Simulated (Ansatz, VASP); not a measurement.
**Sc: VASP beside Ansatz**

```xyz
2
Lattice="3.4472 0.0000 0.0000 -1.7236 2.9853 0.0000 0.0000 0.0000 5.3838" Properties=species:S:1:pos:R:3 pbc="T T T"
Sc    0.0000    1.9902    1.3460
Sc    1.7236    0.9951    4.0379
```

Alike in both runs: task single point; functional PBE; k mesh 18 × 18 × 10; occupations fermi-dirac, width 0.1 eV; no spin polarisation.

```csv
,VASP,Ansatz
version,VASP 6.6.1,Ansatz 0.2.0
potentials or method,"VASP PAW PBE potentials, release 64 (Sc_sv), cutoff 520 eV","plane waves (420 eV) with PAW, scalar-relativistic"
valence electrons in the cell,22,22
```

|  | VASP | Ansatz | Ansatz less VASP |
| --- | --- | --- | --- |
| pressure (GPa) | -5.0 | -5.0 | -0.02 |
| traceless stress, the component that is largest in VASP (GPa) | 0.18 | 0.18 | -0.001 |
